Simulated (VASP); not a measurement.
# Sr (I4/mmm) in VASP: single point with PBE

Aim: the single point of Sr with PBE.

Program: VASP 6.6.1. These are calculated values, not measurements. Logs are shortened: lines on timing, memory, paths and dates and some standing lists are left out, and cuts for length are marked.

## Step 1: The cell of the first run

Symmetry: I4/mmm, No. 139, tetragonal system. The conventional cell has a = 4.370 Å, b = 4.370 Å, c = 4.560 Å, α = 90.00°, β = 90.00°, γ = 90.00°. Sr (site symmetry 4/mmm) has 14 Sr at 3.84 to 4.56 Å within 5.0 Å.

## Step 2: Single point, PBE (strain -0.080 along x and y, -0.040 along z)

The input, INCAR:

```
PREC     = Accurate       # precision mode
ENCUT    = 520            # plane-wave cutoff, eV
EDIFF    = 1E-6           # SCF threshold, eV
ISMEAR   = 0              # smearing method
SIGMA    = 0.15           # smearing width, eV
LREAL    = F              # projectors in reciprocal space
LASPH    = T              # aspherical terms in the spheres
NELM     = 80             # most SCF steps
ALGO     = Fast           # electronic algorithm
ISIF     = 2              # what is computed and relaxed
LWAVE    = F              # write WAVECAR
LCHARG   = T              # write CHGCAR
GGA      = PE             # functional
LELF     = T              # ELF
LVHAR    = T            
NBANDS   = 11             # bands
```

The input, KPOINTS:

```
Automatic mesh
0
Gamma
  18 18 18
```

The input, POSCAR:

```
Sr
1.0
   -2.1852073950      2.1852073950      2.2802164122
    2.1852073950     -2.1852073950      2.2802164122
    2.1852073950      2.1852073950     -2.2802164122
Sr
1
Direct
    0.0000000000      0.0000000000      0.0000000000
```

Potentials or basis: VASP PAW PBE potentials, release 64 (Sr_sv).

Command:

```
> cat potpaw_PBE.64/Sr_sv/POTCAR > POTCAR
> mpirun -np 1 vasp_std > vasp.out
```

OUTCAR:

```text
PREC = Accurate
   ENCUT = 520
   EDIFF = 1E-6
   ISMEAR = 0
   LREAL = F
   LASPH = T
   NELM = 80
   ISIF = 2
   GGA = PE

 ion  position               nearest neighbor table
   1  0.000  0.000  0.000-

  LATTYP: Found a body centered tetragonal cell.
 ALAT       =     4.3704147900
 C/A-ratio  =     1.0434782609

  Lattice vectors:

 A1 = (  -2.1852073950,   2.1852073950,   2.2802164122)
 A2 = (   2.1852073950,  -2.1852073950,   2.2802164122)
 A3 = (   2.1852073950,   2.1852073950,  -2.2802164122)

Analysis of symmetry for initial positions (statically):
=====================================================================
 Subroutine PRICEL returns:
 Original cell was already a primitive cell.

 Routine SETGRP: Setting up the symmetry group for a
 body centered tetragonal supercell.

 Subroutine GETGRP returns: Found 16 space group operations
 (whereof 16 operations were pure point group operations)
 out of a pool of 16 trial point group operations.

The static configuration has the point symmetry D_4h.

Analysis of symmetry for dynamics (positions and initial velocities):
=====================================================================
 Subroutine PRICEL returns:
 Original cell was already a primitive cell.

 Routine SETGRP: Setting up the symmetry group for a
 body centered tetragonal supercell.

 Subroutine GETGRP returns: Found 16 space group operations
 (whereof 16 operations were pure point group operations)
 out of a pool of 16 trial point group operations.

The dynamic configuration has the point symmetry D_4h.

 Subroutine INISYM returns: Found 16 space group operations
 (whereof 16 operations are pure point group operations),
 and found     1 'primitive' translations

----------------------------------------------------------------------------------------

                                     Primitive cell

  volume of cell :      43.5533

  direct lattice vectors                    reciprocal lattice vectors
    -2.185207395  2.185207395  2.280216412     0.000000000  0.228811234  0.219277432
     2.185207395 -2.185207395  2.280216412     0.228811234  0.000000000  0.219277432
     2.185207395  2.185207395 -2.280216412     0.228811234  0.228811234  0.000000000

  length of vectors
     3.840527256  3.840527256  3.840527256     0.316918243  0.316918243  0.323587950

  position of ions in fractional coordinates (direct lattice)
     0.000000000  0.000000000  0.000000000

  ion indices of the primitive-cell ions
   primitive index   ion index
                 1           1

----------------------------------------------------------------------------------------

 KPOINTS: Automatic mesh

Automatic generation of k-mesh.
 Grid dimensions read from file:
 generate k-points for:   18   18   18

 Generating k-lattice:

  Cartesian coordinates                     Fractional coordinates (reciprocal lattice)
     0.000000000  0.012711735  0.012182080     0.055555556  0.000000000 -0.000000000
     0.012711735  0.000000000  0.012182080     0.000000000  0.055555556 -0.000000000
     0.012711735  0.012711735  0.000000000     0.000000000  0.000000000  0.055555556

  Length of vectors
     0.017606569  0.017606569  0.017977108

  Shift w.r.t. Gamma in fractional coordinates (k-lattice)
     0.000000000  0.000000000  0.000000000

 Subroutine IBZKPT returns following result:
 ===========================================

 Found    480 irreducible k-points:

 Following reciprocal coordinates:
            Coordinates               Weight
  0.000000  0.000000  0.000000      1.000000
  0.055556  0.000000 -0.000000      8.000000
  0.111111  0.000000 -0.000000      8.000000
  0.166667  0.000000  0.000000      8.000000
  0.222222  0.000000  0.000000      8.000000
  0.277778  0.000000 -0.000000      8.000000
[... 16 lines left out ...]
 -0.277778  0.055556  0.000000     16.000000
 -0.222222  0.055556  0.000000     16.000000
 [... further k-points ...]
   k-points           NKPTS =    480   k-points in BZ     NKDIM =    480   number of bands    NBANDS=     11
   number of dos      NEDOS =    301   number of ions     NIONS =      1
   total plane-waves  NPLWV =  27000
   dimension x,y,z NGX =    30 NGY =   30 NGZ =   30
   dimension x,y,z NGXF=    60 NGYF=   60 NGZF=   60
   ions per type =               1
   NGX,Y,Z   is equivalent  to a cutoff of  12.99, 12.99, 12.99 a.u.
   NGXF,Y,Z  is equivalent  to a cutoff of  25.97, 25.97, 25.97 a.u.
 SYSTEM =  unknown system
   PREC   = accura    normal or accurate (medium, high low for compatibility)
   ISTART =      0    job   : 0-new  1-cont  2-samecut
   ICHARG =      2    charge: 1-file 2-atom 10-const
   ISPIN  =      1    spin polarized calculation?
   LNONCOLLINEAR =      F non collinear calculations
   LSORBIT =      F    spin-orbit coupling
   LASPH  =      T    aspherical Exc in radial PAW
   ENCUT  =  520.0 eV  38.22 Ry    6.18 a.u.   7.14  7.14  7.14*2*pi/ulx,y,z
   NELM   =     80;   NELMIN=  2; NELMDL= -5     # of ELM steps
   EDIFF  = 0.1E-05   stopping-criterion for ELM
   LREAL  =      F    real-space projection
[... 7 lines left out ...]
   TEBEG  =    0.0;   TEEND  =   0.0 temperature during run
   PSTRESS=    0.0 pullay stress
   NELECT =      10.0000    total number of electrons
   NUPDOWN=      -1.0000    fix difference up-down
   EMIN   =  10.00;   EMAX   =-10.00  energy-range for DOS
   EFERMI =   0.00;   METHOD = LEGACY
   ISMEAR =     0;   SIGMA  =   0.15  broadening in eV -4-tet -1-fermi 0-gaus
   EFERMI_NEDOS =   21; number of points for ismear=-14 and -15
   IALGO  =     68    algorithm
   IMIX   =      4    mixing-type and parameters
     AMIX     =   0.40;   BMIX     =  1.00
     AMIX_MAG =   1.60;   BMIX_MAG =  1.00
  volume/ion in A,a.u.               =      43.55       293.91
  Fermi-wavevector in a.u.,A,eV,Ry     =   1.002462  1.894378 13.672890  1.004929
  Thomas-Fermi vector in A             =   2.134950
   LORBIT       =      0    0 simple, 1 ext, 2 COOP (PROOUT), +10 PAW based schemes
   GGA     = PE    functional components
   LHFCALC =     F    Hartree Fock is set to
   AEXX    =    0.0000 exact exchange contribution
   IVDW    =     0    specifies the selected vdW correction
   LEPSILON=     F    determine dielectric tensor
   LRPA    =     F    only Hartree local field effects (RPA)
 non-spin polarized calculation
 RMM-DIIS sequential band-by-band and
 Gauss-broadening in eV      SIGMA  =   0.15
  energy-cutoff  :      520.00
  volume of cell :       43.55
 maximum number of plane-waves:      1192
 NGX is ok and might be reduce to    30
   NGX = 15   NGY = 15   NGZ = 15

 number of electron      10.0000000 magnetization

 Free energy of the ion-electron system (eV)
  ---------------------------------------------------
  ext. energy  EPLUGINS =         0.00000000
  ---------------------------------------------------
  free energy    TOTEN  =        -1.53583700 eV

  energy without entropy =       -1.52584491  energy(sigma->0) =       -1.53084096

 E-fermi :   2.3773     XC(G=0):  -8.0929

 val. band max:        2.3721566892   @ k =  -0.2778   0.5000   0.2778
 cond. band min:       2.3831586668   @ k =  -0.3889  -0.4444   0.1667
 fundamental gap:      0.0110019775
 Fermi energy:         2.3773285717

 k-point     1 :       0.0000    0.0000    0.0000
  band No.  band energies     occupation
      1     -33.7332      2.00000
      2     -15.5452      2.00000
      3     -15.5452      2.00000
      4     -15.5423      2.00000
      5      -1.5134      2.00000
      6       5.0175      0.00000
      7       5.0175      0.00000
      8       5.3178      0.00000
      9       6.5021      0.00000
     10       6.9364      0.00000
     11      11.1820      0.00000

 k-point     2 :       0.0556    0.0000   -0.0000
  band No.  band energies     occupation
      1     -33.7319      2.00000
      2     -15.5580      2.00000
      3     -15.5493      2.00000
      4     -15.5436      2.00000
      5      -1.4472      2.00000
      6       4.9834      0.00000
      7       5.0134      0.00000
      8       5.3276      0.00000
      9       6.4245      0.00000
     10       6.8994      0.00000
     11      11.3362      0.00000

 k-point     3 :       0.1111    0.0000   -0.0000
  band No.  band energies     occupation
      1     -33.7281      2.00000
      2     -15.5981      2.00000
      3     -15.5611      2.00000
      4     -15.5436      2.00000
      5      -1.2528      2.00000
      6       4.8453      0.00000
      7       4.9136      0.00000
      8       5.4608      0.00000
      9       6.2706      0.00000
     10       6.8399      0.00000
     11      11.6283      0.00000

 k-point     4 :       0.1667    0.0000    0.0000
  band No.  band energies     occupation
      1     -33.7223      2.00000
      2     -15.6588      2.00000
      3     -15.5790      2.00000
      4     -15.5436      2.00000
      5      -0.9426      2.00000
      6       4.5568      0.00000
      7       4.7092      0.00000
      8       5.7626      0.00000
      9       6.2049      0.00000
     10       6.8042      0.00000
     11      11.8253      0.00000
[... 239 lines left out ...]
 k-point    22 :      -0.3333    0.0556    0.0000
  band No.  band energies     occupation
      1     -33.7032      2.00000
      2     -15.8466      2.00000
      3     -15.6364      2.00000
      4     -15.5498      2.00000
      5       0.2271      2.00000
      6       3.5893      0.00000
      7       4.1049      0.00000
      8       6.3255      0.00000
      9       7.0411      0.00000
     10       7.1162      0.00000
     11      11.0022      0.00000

 k-point    23 :      -0.2778    0.0556    0.0000
  band No.  band energies     occupation
      1     -33.7106      2.00000
      2     -15.7752      2.00000
      3     -15.6125      2.00000
      4     -15.5498      2.00000
      5      -0.2551      2.00000
      6       3.9440      0.00000
      7       4.3193      0.00000
      8       6.2371      0.00000
      9       6.4816      0.00000
     10       6.9497      0.00000
     11      11.5854      0.00000

 k-point    24 :      -0.2222    0.0556    0.0000
  band No.  band energies     occupation
      1     -33.7179      2.00000
      2     -15.7023      2.00000
      3     -15.5885      2.00000
      4     -15.5496      2.00000
      5      -0.6954      2.00000
      6       4.3260      0.00000
      7       4.5637      0.00000
      8       5.9847      0.00000
      9       6.1911      0.00000
     10       6.8491      0.00000
     11      11.9285      0.00000

 [... further k-points ...]
[... 5 lines left out ...]
  --------------------------------------------------------------------------------------
  -------------------------------------------------------------------------------------
  Total        1.0105018      1.0105018      0.9420938      0.0000000      0.0000000      0.0000000
  in kB       37.1728877     37.1728877     34.6563922      0.0000000      0.0000000      0.0000000
  external PRESSURE =      36.3340559 kB  Pullay stress =       0.0000000 kB

 VOLUME and BASIS-vectors are now :
 -----------------------------------------------------------------------------
  energy-cutoff  :      520.00
  volume of cell :       43.55
      direct lattice vectors                 reciprocal lattice vectors
    -2.185207395  2.185207395  2.280216412     0.000000000  0.228811234  0.219277432
     2.185207395 -2.185207395  2.280216412     0.228811234  0.000000000  0.219277432
     2.185207395  2.185207395 -2.280216412     0.228811234  0.228811234  0.000000000

 POSITION                                       TOTAL-FORCE (eV/Angst)
 -----------------------------------------------------------------------------------
      0.00000      0.00000      0.00000         0.000000     -0.000000      0.000000
 -----------------------------------------------------------------------------------
    total drift:                               -0.000000     -0.000000      0.000000

  FREE ENERGIE OF THE ION-ELECTRON SYSTEM (eV)
  ---------------------------------------------------
  free  energy   TOTEN  =        -1.5358370049 eV

  energy  without entropy=       -1.5258449096  energy(sigma->0) =       -1.53084096
```

It took 2.1 min on 1 thread of Intel Xeon Platinum 8488C (Sapphire Rapids), shared host; peak memory 0.34 GiB.

What came out:

```yaml
Free_energy: -1.5358 eV
Pressure: 3.6 GPa
Band_gap_on_the_k_mesh: zero (band 5 reaches 2.82 eV, above the bottom of band 6 at 2.01 eV)
```

Caveat: the cell differs from its parent crystal (strain -0.080 along x and y, -0.040 along z).
